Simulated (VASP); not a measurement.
A run of VASP 6.6.1 is set up as follows.

Contents of INCAR:

```
SYSTEM = NiO2
PREC     = Accurate       ! precision mode
ENCUT    = 700            ! plane-wave cutoff, eV
EDIFF    = 1E-6           ! SCF threshold, eV
ISMEAR   = 0              ! smearing method
SIGMA    = 0.05           ! smearing width, eV
LREAL    = .FALSE.        ! projectors in reciprocal space
LASPH    = .TRUE.         ! aspherical terms in the spheres
NELM     = 120            ! most SCF steps
ALGO     = Normal         ! electronic algorithm
ISIF     = 2              ! what is computed and relaxed
LWAVE    = .FALSE.        ! write WAVECAR
LCHARG   = .TRUE.         ! write CHGCAR
LELF     = .TRUE.         ! ELF
LVHAR    = .TRUE.       
NBANDS   = 22             ! bands
GGA_COMPAT= .FALSE.
```

Contents of KPOINTS:

```
regular mesh
0
G
  12 12 6
  0 0 0
```

File POSCAR:

```
NiO2
1.0
    2.6872726493      0.0000000000      0.0000000000
   -1.3436363247      2.3272463812      0.0000000000
    0.0000000000      0.0000000000      4.4458238710
Ni O
1 2
Direct
    0.0000000000      0.0000000000      0.5000000000
    0.6666666667      0.3333333333      0.7067356968
    0.3333333333      0.6666666667      0.2932643032
```

Potentials or basis: VASP PAW LDA potentials, release 64 (Ni_sv_GW, O).

The run is started by

```console
$ cat potpaw_LDA.64/Ni_sv_GW/POTCAR potpaw_LDA.64/O/POTCAR > POTCAR
$ mpirun -np 1 vasp_std > vasp.out
```

Problem. Predict the pressure.

Solution. 17.1 GPa.

Problem. Estimate the largest force.

Solution. 0.994 eV/Å.

Problem. Estimate the band gap on the k mesh.

Solution. 0.97 eV (least direct gap 1.24 eV).

Forces in eV/Å, atoms in the order of the input:
```
Ni   0.000  0.000  0.000
O    0.000  0.000  0.994
O    0.000  0.000 -0.994
```

Caveat: the stress differs along the axes, from 9 to 21 GPa; the run has no spin polarisation, though such a crystal can be magnetic. A k mesh can miss the band edges.
